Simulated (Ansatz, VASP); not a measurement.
**One calculation of TaW4, two programs**

```xyz
5
Lattice="-3.0202 3.0202 2.3184 3.0202 -3.0202 2.3184 3.0202 3.0202 -2.3184" Properties=species:S:1:pos:R:3 pbc="T T T"
Ta    0.0000    0.0000    0.0000
W     1.8022    0.5335    2.3184
W     1.2181    2.4867    0.0000
W    -0.5335    1.8022    2.3184
W     3.5538    1.2181    0.0000
```

Alike in both runs: functional PBE; k mesh 6 × 6 × 6; occupations gaussian, width 0.1 eV; no spin polarisation.

Ansatz relaxed the structure, and its values are those at the end. VASP's run is a single point on that final structure, the one shown.

|  | VASP | Ansatz |
| --- | --- | --- |
| version | VASP 6.6.1 | Ansatz 0.2.0 |
| potentials or method | VASP PAW PBE potentials, release 64 (Ta_pv, W_sv), cutoff 520 eV | scalar-relativistic, plane waves, PAW |
| valence electrons in the cell | 67 | 69 |

VASP gave:

| Quantity | Value |
| --- | --- |
| gap on the k mesh at the Fermi level (eV) | none |
| pressure (GPa) | 0.2 |
| rms of the force components (eV/Å) | 0.015 |

**Question.** What did Ansatz give for the same quantities?

**Answer.** gap on the k mesh at the Fermi level (eV): none; pressure (GPa): -0.2; rms of the force components (eV/Å): 0.013.

A gap of «none» marks a metal or a gap that the smearing closes. VASP's potentials hold 67 valence electrons a cell and Ansatz's 69, so a difference there can come from the potentials and not from the codes.

Spin-orbit coupling is off throughout.
